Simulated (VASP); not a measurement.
A run of VASP 6.6.1 is set up as follows.

The input POSCAR:

```
SiGe
1.0
    3.9650338663      0.0000000000      0.0000000000
   -1.9825169332      3.4338200551      0.0000000000
    0.0000000000      0.0000000000      6.5445281990
Ge Si
2 2
Direct
    0.3333333333      0.6666666667      0.0003077679
    0.6666666667      0.3333333333      0.5003077679
    0.3333333333      0.6666666667      0.3746922321
    0.6666666667      0.3333333333      0.8746922321
```

INCAR.step1

```
SYSTEM = SiGe
  ALGO = Normal
  EDIFF = 1E-4
  ENCUT = 520
  GGA = PE
  ISMEAR = 0
  LASPH = .True.
  LCHARG = .False.
  LREAL = .False.
  LWAVE = .True.
  NBANDS = 26
  NELM = 100
  PREC = Accurate
  SIGMA = 0.01
```

The input INCAR.step2:

```
SYSTEM = SiGe
  ALGO = Normal
  EDIFF = 1E-6
  ENCUT = 520
  ISIF = 2
  ISMEAR = 0
  ISTART = 1
  LASPH = .True.
  LCHARG = .True.
  LELF = .True.
  LMIXTAU = .True.
  LREAL = .False.
  LVHAR = .True.
  LWAVE = .False.
  METAGGA = R2SCAN
  NBANDS = 26
  NELM = 100
  PREC = Accurate
  SIGMA = 0.01
```

Contents of KPOINTS:

```
k-points
0
Gamma
  12 12 4
  0 0 0
```

Potentials or basis: VASP PAW PBE potentials, release 64 (Ge_d, Si).

The run is started by

```console
$ cat potpaw_PBE.64/Ge_d/POTCAR potpaw_PBE.64/Si/POTCAR > POTCAR
$ cp INCAR.step1 INCAR
$ mpirun -np 1 vasp_std > vasp.out
$ cp INCAR.step2 INCAR
$ mpirun -np 1 vasp_std > vasp.out
```

Task: What does it give for the band gap on the k mesh?

Result: 0.63 eV, direct.

Task: Predict the largest force.

Result: 0.005 eV/Å.

Task: Predict the pressure.

Result: -3.5 GPa.

Stress tensor (GPa, compression positive):
```
-3.52  0.00  0.00
 0.00 -3.52  0.00
 0.00  0.00 -3.40
```

Caveat: the cell differs from its parent crystal (strain +1.5%); the PAW data sets were made with another functional, which shifts forces and pressure a little. A k mesh can miss the band edges.
